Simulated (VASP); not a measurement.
# Sb (R-3m) in VASP: a series of runs, part 2 of 2

VASP 6.6.1. The steps go on from the part before.

### Step 4. Single point, PBE

This run uses another cell than the first one, of 30.21 Å³/atom.

The input, INCAR:

```
SYSTEM = Sb
PREC     = Accurate       ! precision mode
ENCUT    = 520            ! plane-wave cutoff, eV
EDIFF    = 1E-6           ! SCF threshold, eV
ISMEAR   = 0              ! smearing method
SIGMA    = 0.015          ! smearing width, eV
LREAL    = .FALSE.        ! projectors in reciprocal space
LASPH    = .TRUE.         ! aspherical terms in the spheres
NELM     = 80             ! most SCF steps
ALGO     = Normal         ! electronic algorithm
ISIF     = 2              ! what is computed and relaxed
LWAVE    = .FALSE.        ! write WAVECAR
LCHARG   = .TRUE.         ! write CHGCAR
GGA      = PE             ! functional
LELF     = .TRUE.         ! ELF
LVHAR    = .TRUE.       
NBANDS   = 12             ! bands
```

The input, KPOINTS:

```
regular mesh
0
G
  8 8 8
  0 0 0
```

The input, POSCAR:

```
Sb
1.0
    2.1542000000      1.2437279499      3.7580000000
   -2.1542000000      1.2437279499      3.7580000000
    0.0000000000     -2.4874558998      3.7580000000
Sb
2
Direct
    0.7665100000      0.7665100000      0.7665100000
    0.2334900000      0.2334900000      0.2334900000
```

Potentials or basis: VASP PAW PBE potentials, release 64 (Sb).

Command:

```bash
$ cat potpaw_PBE.64/Sb/POTCAR > POTCAR
$ mpirun -np 1 vasp_std > vasp.out
```

OUTCAR:

```text
SYSTEM = Sb
   PREC = Accurate
   ENCUT = 520
   EDIFF = 1E-6
   ISMEAR = 0
   LREAL = .FALSE.
   LASPH = .TRUE.
   NELM = 80
   ISIF = 2
   GGA = PE

 ion  position               nearest neighbor table
   1  0.767  0.767  0.767-   2 2.91   2 2.91   2 2.91   2 3.35   2 3.35   2 3.35
   2  0.233  0.233  0.233-   1 2.91   1 2.91   1 2.91   1 3.35   1 3.35   1 3.35

  LATTYP: Found a trigonal (rhomboedric) cell.
 ALAT       =     4.5066618304
 COS(alpha) =     0.5430253624

  Lattice vectors:

 A1 = (   2.1542000000,   1.2437279499,   3.7580000000)
 A2 = (  -2.1542000000,   1.2437279499,   3.7580000000)
 A3 = (   0.0000000000,  -2.4874558998,   3.7580000000)

Analysis of symmetry for initial positions (statically):
=====================================================================
 Subroutine PRICEL returns:
 Original cell was already a primitive cell.

 Routine SETGRP: Setting up the symmetry group for a
 trigonal (rhombohedral) supercell.

 Subroutine GETGRP returns: Found 12 space group operations
 (whereof 12 operations were pure point group operations)
 out of a pool of 12 trial point group operations.

The static configuration has the point symmetry D_3d.

Analysis of symmetry for dynamics (positions and initial velocities):
=====================================================================
 Subroutine PRICEL returns:
 Original cell was already a primitive cell.

 Routine SETGRP: Setting up the symmetry group for a
 trigonal (rhombohedral) supercell.

 Subroutine GETGRP returns: Found 12 space group operations
 (whereof 12 operations were pure point group operations)
 out of a pool of 12 trial point group operations.

The dynamic configuration has the point symmetry D_3d.

 Subroutine INISYM returns: Found 12 space group operations
 (whereof 12 operations are pure point group operations),
 and found     1 'primitive' translations

----------------------------------------------------------------------------------------

[... 121 lines left out ...]
   LEPSILON=     F    determine dielectric tensor
   LRPA    =     F    only Hartree local field effects (RPA)
 non-spin polarized calculation
 Gauss-broadening in eV      SIGMA  =   0.01
  energy-cutoff  :      520.00
  volume of cell :       60.41
 maximum number of plane-waves:      1638
 NGX is ok and might be reduce to    36
   NGX = 17   NGY = 17   NGZ = 17

 number of electron      10.0000000 magnetization

 Free energy of the ion-electron system (eV)
  ---------------------------------------------------
  ext. energy  EPLUGINS =         0.00000000
  ---------------------------------------------------
  free energy    TOTEN  =        -8.25618822 eV

  energy without entropy =       -8.25608879  energy(sigma->0) =       -8.25613850

 E-fermi :   7.3785     XC(G=0):  -9.5309

 val. band max:        7.3785077835   @ k =   0.3750   0.1250   0.1250
 cond. band min:       7.4201540384   @ k =   0.5000   0.5000   0.5000
 fundamental gap:      0.0416462549
 Fermi energy:         7.3785141689

 k-point     1 :       0.0000    0.0000    0.0000
  band No.  band energies     occupation
      1      -5.4388      2.00000
      2       2.4906      2.00000
      3       5.2199      2.00000
      4       5.4839      2.00000
      5       5.4839      2.00000
      6       9.3485      0.00000
      7       9.9804      0.00000
      8       9.9804      0.00000
      9      12.3692      0.00000
     10      12.3692      0.00000
     11      12.5295      0.00000
     12      13.8743      0.00000
[... 331 lines left out ...]
 k-point    24 :       0.3750    0.1250    0.1250
  band No.  band energies     occupation
      1      -4.4406      2.00000
      2      -0.2524      2.00000
      3       3.9129      2.00000
      4       5.7469      2.00000
      5       7.3785      1.00048
      6       7.4743      0.00000
      7       7.9573      0.00000
      8      10.3281      0.00000
      9      12.2793      0.00000
     10      13.2346      0.00000
     11      14.4675      0.00000
     12      16.2171      0.00000

 [... further k-points ...]

------------------------ aborting loop because EDIFF is reached ----------------------------------------

  FORCE on cell =-STRESS in cart. coord.  units (eV):
  Direction    XX          YY          ZZ          XY          YZ          ZX
  --------------------------------------------------------------------------------------
  -------------------------------------------------------------------------------------
  Total        1.1408984      1.1408984      0.8595798      0.0000000      0.0000000      0.0000000
  in kB       30.2578524     30.2578524     22.7969808      0.0000000      0.0000000      0.0000000
  external PRESSURE =      27.7708952 kB  Pullay stress =       0.0000000 kB

 VOLUME and BASIS-vectors are now :
 -----------------------------------------------------------------------------
  energy-cutoff  :      520.00
  volume of cell :       60.41
      direct lattice vectors                 reciprocal lattice vectors
     2.154200000  1.243727950  3.758000000     0.232104726  0.134005726  0.088699663
    -2.154200000  1.243727950  3.758000000    -0.232104726  0.134005726  0.088699663
     0.000000000 -2.487455900  3.758000000     0.000000000 -0.268011452  0.088699663

 POSITION                                       TOTAL-FORCE (eV/Angst)
 -----------------------------------------------------------------------------------
      0.00000      0.00000      8.64163         0.000000      0.000000     -0.184684
      0.00000      0.00000      2.63237         0.000000     -0.000000      0.184684
 -----------------------------------------------------------------------------------
    total drift:                                0.000000     -0.000000     -0.000000

  FREE ENERGIE OF THE ION-ELECTRON SYSTEM (eV)
  ---------------------------------------------------
  free  energy   TOTEN  =        -8.2561882166 eV

  energy  without entropy=       -8.2560887918  energy(sigma->0) =       -8.25613850
```

OSZICAR:

```text
N       E                     dE             d eps       ncg     rms          rms(c)
DAV:   1     0.354683775235E+02    0.35468E+02   -0.36115E+03  1560   0.661E+02
DAV:   2    -0.627197324099E+01   -0.41740E+02   -0.40174E+02  2084   0.107E+02
DAV:   3    -0.824037754944E+01   -0.19684E+01   -0.19595E+01  1944   0.260E+01
DAV:   4    -0.825764919002E+01   -0.17272E-01   -0.17271E-01  1776   0.293E+00
DAV:   5    -0.825786277925E+01   -0.21359E-03   -0.21359E-03  1944   0.356E-01    0.302E+00
DAV:   6    -0.825658793220E+01    0.12748E-02   -0.23128E-03  1804   0.324E-01    0.182E+00
DAV:   7    -0.825603869205E+01    0.54924E-03   -0.57389E-03  1832   0.498E-01    0.771E-02
DAV:   8    -0.825616192858E+01   -0.12324E-03   -0.14607E-04  1932   0.758E-02    0.214E-02
DAV:   9    -0.825618686213E+01   -0.24934E-04   -0.32759E-05  1788   0.339E-02    0.437E-03
DAV:  10    -0.825618796076E+01   -0.10986E-05   -0.23219E-06  1892   0.871E-03    0.118E-03
DAV:  11    -0.825618821659E+01   -0.25583E-06   -0.25933E-07  1064   0.310E-03
   1 F= -.82561882E+01 E0= -.82561385E+01  d E =-.994248E-04
```

Wall time 22 s (1 thread of AMD EPYC 9R45 (Zen 5), shared host); peak memory 0.19 GiB.

What came out:

- Free energy: -8.2562 eV
- Pressure: 2.8 GPa
- Largest force: 0.185 eV/Å
- Band gap on the k mesh: zero (bands 5 and 6 overlap by 0.30 eV)

Forces on the atoms (eV/Å):
```
Sb   0.000  0.000 -0.185
Sb   0.000  0.000  0.185
```

Levels at points of the mesh, in eV from the Fermi level:
```csv
k point,band 3,band 4,band 5,band 6,band 7,band 8
"(0.00, 0.00, 0.00)",-2.16,-1.89,-1.89,1.97,2.60,2.60
"(0.50, 0.00, 0.00)",-2.04,-1.92,-0.38,-0.30,0.10,0.41
"(0.50, 0.50, 0.00)",-5.53,-3.85,-3.76,1.43,4.85,5.43
"(0.50, 0.50, 0.50)",-1.41,-1.41,-0.57,0.04,0.04,1.04
```

Caveat: spin-orbit coupling is left out, which moves the levels of the heavy elements.

### Step 5. Single point, PBE

This run uses another cell than the first one, of 30.21 Å³/atom.

The input, INCAR:

```
SYSTEM = Sb
PREC = Accurate
ENCUT = 520
EDIFF = 1E-6
ISMEAR = 0
SIGMA = 0.017
LREAL = .FALSE.
LASPH = .TRUE.
NELM = 80
ALGO = Normal
ISIF = 2
LWAVE = .FALSE.
LCHARG = .FALSE.
GGA = PE
NBANDS = 12
```

The input, KPOINTS:

```
Automatic mesh
0
G
  8 8 8
  0 0 0
```

POSCAR is that of step 4.

Potentials or basis: VASP PAW PBE potentials, release 64 (Sb).

Command:

```bash
$ cat potpaw_PBE.64/Sb/POTCAR > POTCAR
$ mpirun -np 1 vasp_std > vasp.out
```

OUTCAR:

```text
SYSTEM = Sb
   PREC = Accurate
   ENCUT = 520
   EDIFF = 1E-6
   ISMEAR = 0
   LREAL = .FALSE.
   LASPH = .TRUE.
   NELM = 80
   ISIF = 2
   GGA = PE

 ion  position               nearest neighbor table
   1  0.767  0.767  0.767-   2 2.91   2 2.91   2 2.91   2 3.35   2 3.35   2 3.35
   2  0.233  0.233  0.233-   1 2.91   1 2.91   1 2.91   1 3.35   1 3.35   1 3.35

  LATTYP: Found a trigonal (rhomboedric) cell.
 ALAT       =     4.5066618304
 COS(alpha) =     0.5430253624

  Lattice vectors:

 A1 = (   2.1542000000,   1.2437279499,   3.7580000000)
[... 548 lines left out ...]

  FORCE on cell =-STRESS in cart. coord.  units (eV):
  Direction    XX          YY          ZZ          XY          YZ          ZX
  --------------------------------------------------------------------------------------
  -------------------------------------------------------------------------------------
  Total        1.1408669      1.1408669      0.8596021      0.0000000     -0.0000000     -0.0000000
  in kB       30.2570190     30.2570190     22.7975737      0.0000000     -0.0000000     -0.0000000
  external PRESSURE =      27.7705373 kB  Pullay stress =       0.0000000 kB

 VOLUME and BASIS-vectors are now :
 -----------------------------------------------------------------------------
  energy-cutoff  :      520.00
  volume of cell :       60.41
      direct lattice vectors                 reciprocal lattice vectors
     2.154200000  1.243727950  3.758000000     0.232104726  0.134005726  0.088699663
    -2.154200000  1.243727950  3.758000000    -0.232104726  0.134005726  0.088699663
     0.000000000 -2.487455900  3.758000000     0.000000000 -0.268011452  0.088699663

 POSITION                                       TOTAL-FORCE (eV/Angst)
 -----------------------------------------------------------------------------------
      0.00000      0.00000      8.64163         0.000000      0.000000     -0.184697
      0.00000      0.00000      2.63237         0.000000     -0.000000      0.184697
 -----------------------------------------------------------------------------------
    total drift:                                0.000000     -0.000000     -0.000000

  FREE ENERGIE OF THE ION-ELECTRON SYSTEM (eV)
  ---------------------------------------------------
  free  energy   TOTEN  =        -8.2562015153 eV

  energy  without entropy=       -8.2560880121  energy(sigma->0) =       -8.25614476
```

stdout:

```text
POSCAR found type information on POSCAR Sb
 POSCAR found :  1 types and       2 ions
 scaLAPACK will be used
 LDA part: xc-table for (Slater+PW92), standard interpolation
 POSCAR, INCAR and KPOINTS ok, starting setup
 FFT: planning ... GRIDC
 FFT: planning ... GRID_SOFT
 FFT: planning ... GRID
 WAVECAR not read
 entering main loop
```

Run time: 21 s. Hardware: 1 thread of AMD EPYC 9R45 (Zen 5), shared host; peak memory 0.19 GiB.

Results:

| Item | Value |
| --- | --- |
| Free energy | -8.2562 eV |
| Pressure | 2.8 GPa |
| Largest force | 0.185 eV/Å |
| Band gap on the k mesh | zero (bands 5 and 6 overlap by 0.30 eV) |

Forces in eV/Å, atoms in the order of the input:
```
Sb   0.000  0.000 -0.185
Sb   0.000  0.000  0.185
```

Stress tensor (GPa, compression positive):
```
3.03 0.00 0.00
0.00 3.03 0.00
0.00 0.00 2.28
```

Caveat: spin-orbit coupling is left out, which moves the levels of the heavy elements.

### Step 6. Summary

| level | cell | smearing | gap on the mesh (eV) | pressure (GPa) | largest force (eV/Å) |
| --- | --- | --- | --- | --- | --- |
| revPBE+D4 | a = 4.409 Å, angles 58.5°, 2 atoms, atomic positions A | fermi-dirac 0.05 eV | none | 0.0 | 0.03 |
| PBE | a = 4.507 Å, angles 57.1°, 2 atoms, atomic positions B | gaussian 0.014 eV | none | 2.8 | 0.18 |
| PBE | a = 4.507 Å, angles 57.1°, 2 atoms, atomic positions B | gaussian 0.015 eV | none | 2.8 | 0.18 |
| PBE | a = 4.507 Å, angles 57.1°, 2 atoms, atomic positions B | gaussian 0.017 eV | none | 2.8 | 0.18 |

Alike in all rows: task single point; potentials or basis VASP PAW PBE potentials, release 64 (Sb); no spin polarisation; k mesh 8 × 8 × 8; cutoff (eV) 520.

Caveats: spin-orbit coupling is left out, which moves the levels of the heavy elements; the PAW data sets were made with another functional, which shifts forces and pressure a little (at least some runs).

Absolute energies hang on the potentials; compare differences alone.
